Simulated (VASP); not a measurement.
TiW3C4, 8 atoms in the cell. The structure is hexagonal, space group P-6m2 (No. 187). Conventional cell: a = 2.940 Å, b = 2.940 Å, c = 11.303 Å, α = 90.00°, β = 90.00°, γ = 120.00°. Within 3.0 Å of Ti (site symmetry -6m2) lie 6 C at 2.24 Å and 2 W at 2.80 Å and 6 Ti at 2.94 Å. Within 3.0 Å of W (site symmetry 3m) lie 6 C at 2.16 to 2.23 Å and 1 Ti at 2.80 Å and 7 W at 2.85 to 2.94 Å. W (site symmetry -6m2) has 6 C at 2.20 Å and 8 W at 2.85 to 2.94 Å within 3.0 Å. Within 3.0 Å of C (site symmetry 3m) lie 3 W at 2.16 Å and 3 Ti at 2.24 Å and 8 C at 2.79 to 2.94 Å. Within 3.0 Å of C (site symmetry 3m) lie 6 W at 2.20 to 2.23 Å and 8 C at 2.79 to 2.94 Å. 

```yaml
Program: VASP 6.6.1
Task: single point
Functional: PBE
Potentials_or_basis: VASP PAW PBE potentials, release 64 (Ti_sv, W_sv, C)
Cutoff: 520 eV
k_mesh: 12 × 12 × 4
Occupations: gaussian, width 0.1 eV
Spin: collinear spin
Starting_moments: "[0.34, 0.0, 0.0, 0.0, 0.0, 0.0, 0.0, 0.0] μB"
Dipole_correction: no
k_mesh_for_the_DOS: 18 × 18 × 6
Occupations_for_the_DOS: tetrahedron
Further_INCAR_settings: ALGO = Normal; EDIFF = 1e-06; NBANDS = 49
```

Potentials or basis: VASP PAW PBE potentials, release 64 (Ti_sv, W_sv, C).

Launch:

```bash
$ cat potpaw_PBE.64/Ti_sv/POTCAR potpaw_PBE.64/W_sv/POTCAR potpaw_PBE.64/C/POTCAR > POTCAR
$ cp INCAR.step1 INCAR
$ cp KPOINTS.step1 KPOINTS
$ mpirun -np 4 vasp_std > vasp.out
$ cp INCAR.step2 INCAR
$ cp KPOINTS.step2 KPOINTS
$ mpirun -np 4 vasp_std > vasp.out
```

Hardware: 4 MPI ranks on Oxide Virtual Turin-like Processor, on a shared host.

Q: Estimate the wall time of this run.

A: Run time: 8.7 min on 4 MPI ranks on Oxide Virtual Turin-like Processor, with other jobs on the host, peak memory 0.86 GiB a rank. Counts: k points 148.
